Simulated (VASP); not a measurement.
**ZnAu: single point with PBEsol**

Crystal: ZnAu.

```
Zn Au
1.0
     3.14700    0.00000    0.00000
     0.00000    3.14700    0.00000
     0.00000    0.00000    3.14700
Zn Au
1 1
Direct
  0.65888 0.50000 0.50000
  0.00000 0.00000 0.00000
```

This cell differs from its parent crystal: all Zn atoms moved -0.500 Å, as atom 1 towards its neighbour atom 1 (Zn) at 3.147 Å.

```yaml
Program: VASP 6.6.1
Task: single point
Functional: PBEsol
Potentials_or_basis: VASP PAW PBE potentials, release 64 (Zn, Au)
Cutoff: 520 eV
k_mesh: 16 × 16 × 16
Occupations: gaussian, width 0.15 eV
Spin: no spin polarisation
```

The pressure is 9.9 GPa, the largest force is 1.687 eV/Å and the band gap on the k mesh is zero (an odd number of electrons rules out a gap without spin polarisation).

Forces on the atoms (eV/Å):
```
Zn  -1.687  0.000  0.000
Au   1.687  0.000  0.000
```

Stress tensor (GPa, compression positive):
```
 1.96  0.00  0.00
 0.00 13.88  0.00
 0.00  0.00 13.88
```

Levels at points of the mesh, in eV from the Fermi level:
```
           k point  band 9  band 10  band 11  band 12  band 13  band 14  band 15  band 16
(0.00, 0.00, 0.00)   -3.99    -3.99    -3.72     5.02     5.02     6.26     8.22    11.43
(0.50, 0.00, 0.00)   -4.98    -4.98    -3.83    -2.23     9.42     9.42    10.56    10.87
(0.00, 0.50, 0.00)   -4.93    -4.36    -3.74    -2.57     8.33    10.17    10.90    11.25
(0.50, 0.50, 0.00)   -4.04    -3.25    -2.23    -1.71     0.80     2.47    10.94    12.84
(0.00, 0.50, 0.50)   -4.60    -3.33    -1.87    -1.87     0.84     2.59    11.72    13.36
(0.50, 0.50, 0.50)   -3.28    -3.21     1.58     2.64     2.64     3.62     3.87     6.26
```

Run time: 46 s on 1 thread of Intel(R) Xeon(R) 6975P-C (Granite Rapids), on a shared host, peak memory 0.34 GiB.

Caveat: the cell differs from its parent crystal (all Zn atoms moved -0.500 Å, as atom 1 towards its neighbour atom 1 (Zn) at 3.147 Å); the cell stands under pressure; the PAW data sets were made with another functional, which shifts forces and pressure a little; spin-orbit coupling is left out, which moves the levels of the heavy elements.
